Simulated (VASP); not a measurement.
# Mg33O31 (a cell with a defect) in VASP: further runs, part 2 of 2

VASP 6.6.1. Earlier steps stand in the parts before.

### 3 Single point, PBEsol, collinear spin

File INCAR:

```
PREC     = Accurate       # precision mode
ENCUT    = 520            # plane-wave cutoff, eV
EDIFF    = 1E-6           # SCF threshold, eV
ISMEAR   = -1             # smearing method
SIGMA    = 0.05           # smearing width, eV
LREAL    = Auto         
LASPH    = True           # aspherical terms in the spheres
NELM     = 150            # most SCF steps
ALGO     = Normal         # electronic algorithm
ISIF     = 2              # what is computed and relaxed
LWAVE    = False          # write WAVECAR
LCHARG   = False          # write CHGCAR
ISPIN    = 2              # spin polarisation
MAGMOM   = 0 0 0 0 0 0 0 0 0 0 0 0 0 0 0 0 0 0 0 0 0 0 0 0 0 0 0 0 0 0 0 0.143 0 0 0 0.143 0 0 0 0.143 0 0.143 0 0.143 0 0 0 0 0 0 0.143 0.143 0 0 0 0 0 0 0 0 0 0 0 0 # initial moments
LORBIT   = 11             # projections on sites
GGA      = PS             # functional
NELECT   = 251.0        
NBANDS   = 168            # bands
```

File KPOINTS:

```
Automatic mesh
0
Gamma
  1 1 1
```

File POSCAR:

```
Mg33O31
1.0
    8.4288080000      0.0000000000      0.0000000000
    0.0000000000      8.4288080000      0.0000000000
    0.0000000000      0.0000000000      8.4288080000
O Mg
31 33
Direct
    0.2488480000      0.9968210000      0.0025730000
    0.2487830000      0.0133720000      0.5029030000
    0.2482410000      0.4985140000      0.9883140000
    0.7483450000      0.9986190000      0.0019160000
    0.7477320000      0.9980060000      0.5020370000
    0.7465460000      0.4991230000      0.0025700000
    0.7631000000      0.4990590000      0.5029050000
    0.9988060000      0.2490820000      0.9997940000
    0.9977420000      0.2480160000      0.4999540000
    0.9980960000      0.7486680000      0.0028910000
    0.9973750000      0.7543460000      0.5034700000
    0.4983950000      0.2483710000      0.0028890000
    0.5040690000      0.2476460000      0.5034700000
    0.4987600000      0.7490340000      0.0033180000
    0.4947850000      0.7450630000      0.4980460000
    0.9972060000      0.9963940000      0.2520700000
    0.9989020000      0.0003490000      0.7511760000
    0.9854330000      0.4968640000      0.2393490000
    0.0004100000      0.5006110000      0.7496150000
    0.4991620000      0.9995290000      0.2526430000
    0.4989520000      0.9986970000      0.7517800000
    0.4976040000      0.5008300000      0.2594090000
    0.5100810000      0.4971500000      0.7617270000
    0.2465890000      0.2357050000      0.2393450000
    0.2503350000      0.2506830000      0.7496140000
    0.2505530000      0.7478700000      0.2594000000
    0.2468740000      0.7603640000      0.7617360000
    0.7461210000      0.2474790000      0.2520690000
    0.7500730000      0.2491770000      0.7511750000
    0.7492550000      0.7494380000      0.2526440000
    0.7484230000      0.7492280000      0.7517800000
    0.3312430000      0.5815240000      0.4082840000
    0.9976320000      0.9982320000      0.0015740000
    0.9928130000      0.0053910000      0.5015040000
    0.9896220000      0.4998430000      0.9921250000
    0.0027340000      0.4983370000      0.4972540000
    0.4995770000      0.9990560000      0.0020110000
    0.5007160000      0.0013800000      0.5021440000
    0.4998290000      0.4987380000      0.0031410000
    0.5424650000      0.4776100000      0.5331740000
    0.2495680000      0.2398980000      0.9921250000
    0.2480620000      0.2530080000      0.4972490000
    0.2484640000      0.7501040000      0.0031450000
    0.2273410000      0.7927400000      0.5331840000
    0.7479560000      0.2479060000      0.0015740000
    0.7551170000      0.2430840000      0.5015010000
    0.7487810000      0.7498530000      0.0020110000
    0.7511050000      0.7509930000      0.5021440000
    0.2482200000      0.9977070000      0.2501350000
    0.2491930000      0.0074590000      0.7590020000
    0.2098000000      0.4600790000      0.2051360000
    0.2526910000      0.5029650000      0.7485590000
    0.7483500000      0.9986250000      0.2509390000
    0.7489040000      0.9991790000      0.7529430000
    0.7474360000      0.4984950000      0.2501320000
    0.7571810000      0.4994690000      0.7590010000
    0.9908350000      0.2411090000      0.2499060000
    0.9995170000      0.2497890000      0.7501450000
    0.9977200000      0.7478040000      0.2518210000
    0.9954230000      0.7509070000      0.7563990000
    0.4975270000      0.2479970000      0.2518200000
    0.5006280000      0.2456980000      0.7563970000
    0.5087010000      0.7589750000      0.2445200000
    0.4985500000      0.7488240000      0.7536100000
```

Potentials or basis: VASP PAW PBE potentials, release 64 (O, Mg).

Run with:

```bash
cat potpaw_PBE.64/O/POTCAR potpaw_PBE.64/Mg/POTCAR > POTCAR
mpirun -np 1 vasp_gam > vasp.out
```

Wall time 8.8 min (1 thread of Intel Xeon 6975P-C, shared host); peak memory 0.76 GiB.

The run converged. Its results:

* Free energy: -388.2132 eV
* Largest force: 0.200 eV/Å
* Net moment: 0.84 μB per cell
* Site moments: O +0.00, +0.01, +0.02, +0.03; Mg +0.06, +0.00, +0.01, +0.02 μB
* Valence electrons inside the program's atomic spheres: O 5.09, 5.11, 5.10, 5.08, 5.07, 5.04, 5.05; Mg 0.59, 0.41, 0.42, 0.43, 0.40, 0.51, 0.55

Forces in eV/Å, atoms in the order of the input:
```
O    0.002  0.000 -0.008
O    0.004  0.025  0.003
O    0.005  0.005 -0.045
O   -0.001 -0.002 -0.009
O   -0.012 -0.012  0.006
O    0.000  0.002 -0.007
O    0.025  0.004  0.003
O    0.025  0.027  0.015
O    0.108  0.108 -0.025
O    0.031 -0.030  0.000
O    0.094 -0.095 -0.001
O   -0.030  0.031  0.000
O   -0.093  0.093  0.000
O   -0.035 -0.034 -0.016
O   -0.129 -0.128  0.063
O    0.026  0.009  0.024
O    0.027 -0.005 -0.021
O    0.062 -0.031  0.102
O    0.078  0.011 -0.073
O   -0.024 -0.006  0.027
O   -0.031 -0.028 -0.028
O   -0.085 -0.003  0.113
O   -0.096  0.045 -0.079
O   -0.030  0.062  0.102
O    0.009  0.081 -0.074
O   -0.003 -0.085  0.114
O    0.047 -0.097 -0.079
O    0.010  0.024  0.024
O   -0.007  0.028 -0.019
O   -0.005 -0.024  0.028
O   -0.027 -0.030 -0.027
Mg   0.088  0.086 -0.142
Mg  -0.027  0.006  0.008
Mg  -0.001 -0.019 -0.009
Mg  -0.004 -0.001 -0.021
Mg  -0.191  0.031  0.051
Mg   0.029 -0.001 -0.004
Mg  -0.001  0.029  0.002
Mg   0.001  0.006  0.007
Mg   0.149 -0.046 -0.016
Mg  -0.002 -0.004 -0.020
Mg   0.031 -0.190  0.050
Mg   0.006  0.000  0.007
Mg  -0.047  0.149 -0.015
Mg   0.006 -0.027  0.007
Mg  -0.018 -0.001 -0.009
Mg   0.000  0.029 -0.004
Mg   0.029 -0.002  0.002
Mg  -0.007  0.001 -0.007
Mg   0.003  0.021  0.007
Mg   0.015  0.014 -0.172
Mg  -0.043 -0.043  0.183
Mg   0.012  0.012 -0.030
Mg  -0.004 -0.004  0.023
Mg   0.001 -0.006 -0.007
Mg   0.020  0.003  0.007
Mg  -0.059 -0.059 -0.045
Mg  -0.015 -0.014  0.038
Mg  -0.026  0.048 -0.023
Mg  -0.046  0.015  0.020
Mg   0.048 -0.026 -0.023
Mg   0.014 -0.047  0.020
Mg   0.033  0.033 -0.064
Mg   0.061  0.061  0.067
```

Levels at points of the mesh, in eV from the Fermi level:
Spin up:
```csv
k point,band 123,band 124,band 125,band 126,band 127,band 128,band 129,band 130
"(0.00, 0.00, 0.00)",-4.95,-4.94,-3.55,-0.07,0.10,0.44,1.47,2.61
```
Spin down:
```tsv
k point	band 121	band 122	band 123	band 124	band 125	band 126	band 127	band 128	band 129	band 130
(0.00, 0.00, 0.00)	-5.45	-4.98	-4.95	-4.93	-3.23	0.12	0.62	0.64	1.64	2.62
```

Caveat: the k points lie up to 0.75 Å⁻¹ apart; the cell carries a net charge on a neutralising background, which shifts energy and pressure; the cell is charged against a uniform background, so pressure and absolute levels hang on convention; the PAW data sets were made with another functional, which shifts forces and pressure a little.

### 4 Single point, PBEsol, collinear spin

File INCAR:

```
PREC = Accurate ; ENCUT = 520
EDIFF = 1E-7 ; ISMEAR = -1
SIGMA = 0.05 ; LREAL = Auto
LASPH = True ; NELM = 150
ALGO = Normal ; ISIF = 2
LWAVE = False ; LCHARG = True
ISPIN = 2 ; MAGMOM = 0 0 0 0 0 0 0 0 0 0 0 0 0 0 0 0 0 0 0 0 0 0 0 0 0 0 0 0 0 0 0 0.143 0 0 0 0.143 0 0 0 0.143 0 0.143 0 0.143 0 0 0 0 0 0 0.143 0.143 0 0 0 0 0 0 0 0 0 0 0 0
LORBIT = 11 ; GGA = PS
LELF = True ; LVHAR = True
NBANDS = 168 ; NELECT = 249.0
```

KPOINTS is that of step 3.

File POSCAR:

```
Mg33O31
1.0
    8.4288080000      0.0000000000      0.0000000000
    0.0000000000      8.4288080000      0.0000000000
    0.0000000000      0.0000000000      8.4288080000
O Mg
31 33
Direct
    0.2487000000      0.9971690000      0.0033830000
    0.2490150000      0.0118200000      0.5014050000
    0.2488520000      0.4991530000      0.9885930000
    0.7484090000      0.9986820000      0.0019010000
    0.7468920000      0.9971360000      0.5016090000
    0.7468860000      0.4989940000      0.0033980000
    0.7615100000      0.4992840000      0.5014450000
    0.0003150000      0.2506150000      0.0013250000
    0.0028120000      0.2530780000      0.5003460000
    0.9994090000      0.7472170000      0.0030010000
    0.9979520000      0.7491380000      0.5029810000
    0.4969680000      0.2496620000      0.0030190000
    0.4988450000      0.2482060000      0.5030230000
    0.4974700000      0.7477670000      0.0011570000
    0.4888600000      0.7391530000      0.5023080000
    0.9994290000      0.9975640000      0.2532450000
    0.0002880000      0.9992730000      0.7500300000
    0.9976400000      0.4974490000      0.2515280000
    0.0028460000      0.5001880000      0.7473960000
    0.4974240000      0.9993530000      0.2529570000
    0.4970220000      0.9975610000      0.7507950000
    0.4894220000      0.4982150000      0.2606660000
    0.4988330000      0.4975700000      0.7526880000
    0.2471650000      0.2479570000      0.2515210000
    0.2499140000      0.2530930000      0.7474140000
    0.2479100000      0.7396130000      0.2607820000
    0.2473370000      0.7491340000      0.7526460000
    0.7472850000      0.2496680000      0.2532530000
    0.7489790000      0.2505970000      0.7500130000
    0.7490930000      0.7477340000      0.2529380000
    0.7473040000      0.7472720000      0.7508180000
    0.3450220000      0.5951710000      0.4044740000
    0.9970160000      0.9986060000      0.0019200000
    0.9909470000      0.0066560000      0.5012350000
    0.9907330000      0.4993320000      0.9936870000
    0.9908210000      0.4989800000      0.5015550000
    0.5001090000      0.0000920000      0.0004770000
    0.5002930000      0.0010060000      0.5024260000
    0.5002470000      0.4981700000      0.9997390000
    0.5471450000      0.4711250000      0.5299800000
    0.2490340000      0.2410260000      0.9936990000
    0.2487060000      0.2411280000      0.5015720000
    0.2478820000      0.7505580000      0.9996730000
    0.2209380000      0.7973860000      0.5298190000
    0.7483330000      0.2472850000      0.0019260000
    0.7563860000      0.2411700000      0.5012450000
    0.7498330000      0.7503970000      0.0004690000
    0.7507540000      0.7505900000      0.5024450000
    0.2478600000      0.0008370000      0.2499740000
    0.2490610000      0.0067130000      0.7594320000
    0.2200740000      0.4704420000      0.2027180000
    0.2487520000      0.4990190000      0.7593410000
    0.7498250000      0.0000880000      0.2501950000
    0.7483960000      0.9986690000      0.7532830000
    0.7505040000      0.4981400000      0.2499960000
    0.7564380000      0.4993470000      0.7594790000
    0.9935160000      0.2438020000      0.2501100000
    0.9987010000      0.2489850000      0.7515450000
    0.9961880000      0.7492880000      0.2512820000
    0.9937220000      0.7504810000      0.7565790000
    0.4989840000      0.2464930000      0.2512770000
    0.5002060000      0.2439680000      0.7566280000
    0.5130730000      0.7633200000      0.2372240000
    0.4990140000      0.7493020000      0.7542060000
```

Run with:

```bash
cat potpaw_PBE.64/O/POTCAR potpaw_PBE.64/Mg/POTCAR > POTCAR
mpirun -np 1 vasp_gam > vasp.out
```

It took 9.2 min on 1 thread of Intel Xeon 6975P-C, shared host; peak memory 0.76 GiB.

It converged, with:

```
Free energy                                           : -401.2477 eV
Largest force                                         : 0.104 eV/Å
Net moment                                            : 1.00 μB per cell
Site moments                                          : O +0.00, -0.00, +0.01, +0.02; Mg +0.08, +0.00, +0.01, -0.00 μB
Valence electrons inside the program's atomic spheres : O 5.08, 5.12, 5.07, 5.06, 5.04; Mg 0.61, 0.39, 0.41, 0.42, 0.40, 0.53, 0.43
```

Forces on the atoms (eV/Å):
```
O    0.009 -0.001 -0.001
O   -0.003  0.026 -0.002
O    0.002  0.002 -0.031
O   -0.007 -0.008  0.004
O    0.000  0.001 -0.007
O   -0.002  0.011 -0.001
O    0.031 -0.002 -0.004
O    0.014  0.014  0.014
O    0.037  0.036  0.005
O    0.004 -0.010  0.003
O    0.047 -0.027  0.000
O   -0.013  0.004  0.003
O   -0.025  0.047 -0.004
O   -0.009 -0.009  0.015
O   -0.043 -0.045 -0.013
O    0.002 -0.009  0.013
O    0.016 -0.018 -0.015
O    0.039  0.009  0.021
O    0.036  0.001 -0.039
O   -0.010 -0.008  0.005
O   -0.009 -0.004 -0.003
O   -0.054  0.016  0.054
O   -0.023  0.000 -0.042
O    0.011  0.042  0.020
O   -0.001  0.036 -0.039
O    0.017 -0.054  0.050
O   -0.003 -0.022 -0.045
O   -0.011  0.006  0.015
O   -0.015  0.015 -0.014
O   -0.009 -0.010  0.006
O   -0.005 -0.009 -0.005
Mg   0.021  0.021 -0.018
Mg   0.003  0.004 -0.004
Mg  -0.010  0.003  0.006
Mg  -0.011 -0.004  0.001
Mg  -0.100 -0.003  0.003
Mg   0.002  0.006 -0.006
Mg   0.022  0.020  0.003
Mg   0.023 -0.007 -0.026
Mg   0.052 -0.026  0.018
Mg  -0.003 -0.009  0.000
Mg  -0.003 -0.099  0.002
Mg  -0.006  0.020 -0.022
Mg  -0.029  0.053  0.022
Mg   0.004  0.004 -0.003
Mg   0.002 -0.009  0.005
Mg   0.005  0.000 -0.006
Mg   0.019  0.020  0.002
Mg  -0.004  0.024 -0.020
Mg  -0.006  0.001  0.011
Mg  -0.016 -0.018 -0.044
Mg  -0.003 -0.002  0.103
Mg   0.004  0.005 -0.001
Mg   0.003  0.002 -0.004
Mg   0.028 -0.005 -0.021
Mg   0.002 -0.006  0.011
Mg  -0.012 -0.011 -0.003
Mg  -0.009 -0.009  0.009
Mg  -0.020  0.010 -0.013
Mg  -0.012  0.005  0.017
Mg   0.013 -0.022 -0.013
Mg   0.004 -0.013  0.017
Mg   0.004  0.008 -0.007
Mg   0.012  0.010  0.018
```

Levels at points of the mesh, in eV from the Fermi level:
Spin up:
```tsv
k point	band 121	band 122	band 123	band 124	band 125	band 126	band 127	band 128	band 129	band 130
(0.00, 0.00, 0.00)	-1.83	-1.37	-1.35	-1.35	-0.59	3.65	3.73	3.74	4.89	6.27
```
Spin down:
```
           k point  band 122  band 123  band 124  band 125  band 126  band 127
(0.00, 0.00, 0.00)     -1.36     -1.34     -1.34      0.59      3.77      4.39
```

Caveat: the k points lie up to 0.75 Å⁻¹ apart; the cell carries a net charge on a neutralising background, which shifts energy and pressure; the cell is charged against a uniform background, so pressure and absolute levels hang on convention; the PAW data sets were made with another functional, which shifts forces and pressure a little.
